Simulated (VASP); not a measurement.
Here is a VASP 6.6.1 calculation.

The input INCAR:

```
ALGO = Normal
EDIFF = 1E-6
ENCUT = 600
GGA = CA
GGA_COMPAT = False
ISIF = 2
ISMEAR = 0
LASPH = True
LCHARG = True
LELF = True
LREAL = False
LVHAR = True
LWAVE = False
NBANDS = 16
NELM = 120
PREC = Accurate
SIGMA = 0.05
```

The input KPOINTS:

```
k-points
0
Gamma
  9 9 6
```

File POSCAR:

```
AlN
1.0
    3.2127522696      0.0000000000      0.0000000000
   -1.6063761348      2.7823250815      0.0000000000
    0.0000000000      0.0000000000      4.1247495550
Al N
2 2
Direct
    0.3333333333      0.6666666667      0.7500000000
    0.6666666667      0.3333333333      0.2500000000
    0.3333333333      0.6666666667      0.2500000000
    0.6666666667      0.3333333333      0.7500000000
```

Potentials or basis: VASP PAW LDA potentials, release 64 (Al, N).

Launch:

```sh
$ cat potpaw_LDA.64/Al/POTCAR potpaw_LDA.64/N/POTCAR > POTCAR
$ mpirun -np 1 vasp_std > vasp.out
```

**Question.** Predict the band gap on the k mesh.

**Answer.** 3.82 eV, direct.

**Question.** What does it give for the pressure?

**Answer.** 9.5 GPa.

Stress tensor (GPa, compression positive):
```
12.34  0.00  0.00
 0.00 12.34  0.00
 0.00  0.00  3.96
```

Caveat: the cell differs from its parent crystal (strain -0.030 along x and y, -0.015 along z). A k mesh can miss the band edges.
